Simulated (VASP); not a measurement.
AgBr:

```
CELL_PARAMETERS angstrom
0.00000 2.87015 2.87015
2.87015 0.00000 2.87015
2.87015 2.87015 0.00000
ATOMIC_POSITIONS crystal
Ag 0.00000 0.00000 0.00000
Br 0.50000 0.50000 0.50000
```

- Program: VASP 6.6.1
- Task: relaxation of volume and atoms at fixed shape
- Functional: LDA
- Potentials or basis: VASP PAW LDA potentials, release 64 (Ag, Br)
- Cutoff: 500 eV
- k mesh: 6 × 6 × 6
- Occupations: fermi-dirac, width 0.02 eV
- Spin: no spin polarisation

At the start: pressure -4.1 GPa; volume 23.64 Å³/atom.

**Question.** Where does the relaxation end?

**Answer.** Over 3 steps the energy falls by 25.7 meV/atom and the volume is 21.80 Å³/atom (-7.8 %); space group Fm-3m (No. 225, to 0.05 Å).

Step by step:
```
step  energy change (eV)  largest force (eV/Å)  pressure (GPa)  volume (Å³)
   1              0.0000                0.0000           -4.12        47.29
   2             -0.0509                0.0000            0.54        43.25
   3             -0.0515                0.0000            0.01        43.61
```

Final structure:
```
Ag Br
1.0
     0.00000    2.79364    2.79364
     2.79364    0.00000    2.79364
     2.79364    2.79364    0.00000
Ag Br
1 1
Cartesian
  0.0000 0.0000 0.0000
  2.7936 2.7936 2.7936
```
